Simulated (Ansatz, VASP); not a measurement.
**C10O: VASP beside Ansatz**

File INCAR:

```
ALGO = Normal ; DIPOL = 0.5 0.5 0.490
EDIFF = 1E-6 ; ENCUT = 520
GGA = PE ; IDIPOL = 3
ISIF = 2 ; ISMEAR = 0
IVDW = 12 ; LASPH = True
LCHARG = False ; LDIPOL = True
LREAL = False ; LWAVE = False
NBANDS = 34 ; NELM = 60
PREC = Accurate ; SIGMA = 0.1
```

The input KPOINTS:

```
k-points
0
Gamma
  12 12 1
```

Contents of POSCAR:

```
C10O
1.0
    2.4655379958      0.0000000000      0.0000000000
   -1.2327689979      2.1341461202      0.0000000000
    0.0000000000      0.0000000000     32.5979677131
C O
10 1
Direct
    0.0833101794      0.1666203587      0.2607524516
    0.4166898207      0.8333796413      0.2607524516
    0.5833101794      0.1666203587      0.3650391123
    0.9166898206      0.8333796413      0.3650391123
    0.0833101794      0.1666203587      0.4693232410
    0.4166898207      0.8333796413      0.4693232410
    0.5833101794      0.1666203587      0.5736099016
    0.9166898206      0.8333796413      0.5736099016
    0.0833101794      0.1666203587      0.6778940303
    0.4166898207      0.8333796413      0.6778940303
    0.0833101794      0.4166203587      0.7004835062
```

Input for Ansatz:

```yaml
crystal:
  lattice:
    - [2.4655379958, 0.0, 0.0]
    - [-1.2327689979, 2.1341461202, 0.0]
    - [0.0, 0.0, 32.5979677131]
  atoms:
    - { symbol: C, position: [0.0833101794, 0.1666203587, 0.2607524516] }
    - { symbol: C, position: [0.4166898207, 0.8333796413, 0.2607524516] }
    - { symbol: C, position: [0.5833101794, 0.1666203587, 0.3650391123] }
    - { symbol: C, position: [0.9166898206, 0.8333796413, 0.3650391123] }
    - { symbol: C, position: [0.0833101794, 0.1666203587, 0.469323241] }
    - { symbol: C, position: [0.4166898207, 0.8333796413, 0.469323241] }
    - { symbol: C, position: [0.5833101794, 0.1666203587, 0.5736099016] }
    - { symbol: C, position: [0.9166898206, 0.8333796413, 0.5736099016] }
    - { symbol: C, position: [0.0833101794, 0.1666203587, 0.6778940303] }
    - { symbol: C, position: [0.4166898207, 0.8333796413, 0.6778940303] }
    - { symbol: O, position: [0.0833101794, 0.4166203587, 0.7004835062] }
basis:
  ecutwfc: 420
kpoints:
  mp_grid: { grid: [12, 12, 1] }
hamiltonian:
  xc: pbe
  dispersion: d3bj
scf:
  occupations: { method: gaussian, width: 0.1 }
output:
  forces: true
  stress: true
  eigenvalues: true
  write_density: true
  write_potential: true
  elf: true
  volumetric_format: npy
efield:
  axis: 3
  dipole_correction: true
  ramp_width: 0.04
```

Alike in both runs: task single point; functional PBE; dispersion D3(BJ); k mesh 12 × 12 × 1; occupations gaussian, width 0.1 eV; no spin polarisation.

|  | VASP | Ansatz |
| --- | --- | --- |
| version | VASP 6.6.1 | Ansatz 0.2.0 |
| potentials or method | VASP PAW PBE potentials, release 64 (C, O), cutoff 520 eV | scalar-relativistic, plane waves, PAW |
| valence electrons in the cell | 46 | 46 |

Ansatz gave:

```
gap on the k mesh at the Fermi level (eV) : 0.06
least direct gap on the mesh (eV)         : 0.13
rms of the force components (eV/Å)        : 16.924
```

What did VASP give for the same quantities?

gap on the k mesh at the Fermi level (eV): 0.07; least direct gap on the mesh (eV): 0.13; rms of the force components (eV/Å): 17.637.

Atom by atom the forces differ by 0.740 eV/Å (rms over components). Ansatz's warnings: xc potential rough in thin density.

Noted on VASP's run: the standard files for N, O and F lose accuracy on very short bonds.
